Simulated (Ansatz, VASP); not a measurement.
**Sb in VASP and in Ansatz**

```
Sb
1.0
     4.06868    0.00000    0.00000
    -2.03434    3.52358    0.00000
     0.00000    0.00000   20.80003
Sb
4
Cartesian
  0.0000 2.3491 6.1500
  2.0343 1.1745 4.5000
  2.0343 3.5236 11.6500
  0.0000 4.6981 10.0000
```

Alike in both runs: task single point; functional PBE; dispersion D3(BJ); k mesh 9 × 9 × 1; occupations gaussian, width 0.05 eV; no spin polarisation.

|  | VASP | Ansatz |
| --- | --- | --- |
| version | VASP 6.6.1 | Ansatz 0.2.0 |
| potentials or method | VASP PAW PBE potentials, release 64 (Sb_d_GW), cutoff 400 eV | scalar-relativistic, plane waves, PAW |
| valence electrons in the cell | 60 | 60 |

Ansatz gave:

```
gap on the k mesh at the Fermi level (eV) : 0.89
least direct gap on the mesh (eV)         : 1.51
rms of the force components (eV/Å)        : 0.051
```

**Question.** What did VASP give for the same quantities?

**Answer.** gap on the k mesh at the Fermi level (eV): 0.89; least direct gap on the mesh (eV): 1.51; rms of the force components (eV/Å): 0.052.

Atom by atom the forces differ by 0.001 eV/Å (rms over components).

Neither program's run includes spin-orbit coupling.
